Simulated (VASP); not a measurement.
Here is a VASP 6.6.1 calculation.

File POSCAR:

```
Sr
1.0
   11.0417989815      0.0000000000      0.0000000000
   -5.5208994908      9.5624784214      0.0000000000
    0.0000000000      0.0000000000      4.8408080636
Sr
1
Direct
    0.0000000000      0.0000000000      0.0000000000
```

File INCAR.step1:

```
PREC     = Accurate       # precision mode
ENCUT    = 520            # plane-wave cutoff, eV
ISMEAR   = 0              # smearing method
SIGMA    = 0.05           # smearing width, eV
LREAL    = False          # projectors in reciprocal space
LASPH    = True           # aspherical terms in the spheres
NELM     = 100            # most SCF steps
NBANDS   = 11             # bands
GGA      = PE             # functional
ALGO     = Normal         # electronic algorithm
EDIFF    = 1E-4           # SCF threshold, eV
LWAVE    = True           # write WAVECAR
LCHARG   = False          # write CHGCAR
```

INCAR.step2

```
PREC     = Accurate       # precision mode
ENCUT    = 520            # plane-wave cutoff, eV
EDIFF    = 1E-7           # SCF threshold, eV
ISMEAR   = 0              # smearing method
SIGMA    = 0.05           # smearing width, eV
LREAL    = False          # projectors in reciprocal space
LASPH    = True           # aspherical terms in the spheres
NELM     = 100            # most SCF steps
ALGO     = Normal         # electronic algorithm
ISIF     = 2              # what is computed and relaxed
LWAVE    = False          # write WAVECAR
LCHARG   = True           # write CHGCAR
METAGGA  = R2SCAN         # meta-GGA
LMIXTAU  = True         
LELF     = True           # ELF
LVHAR    = True         
NBANDS   = 11             # bands
ISTART   = 1
```

KPOINTS

```
Automatic mesh
0
Gamma
  6 6 8
```

Potentials or basis: VASP PAW PBE potentials, release 64 (Sr_sv).

The run is started by

```bash
$ cat potpaw_PBE.64/Sr_sv/POTCAR > POTCAR
$ cp INCAR.step1 INCAR
$ mpirun -np 1 vasp_std > vasp.out
$ cp INCAR.step2 INCAR
$ mpirun -np 1 vasp_std > vasp.out
```

(1) Estimate the band gap on the k mesh.

(2) Estimate the pressure.

Results:

(1) 0.37 eV, indirect (least direct gap 0.38 eV).

(2) -0.1 GPa.

Caveat: the cell differs from its parent crystal (strained); the PAW data sets were made with another functional, which shifts forces and pressure a little.
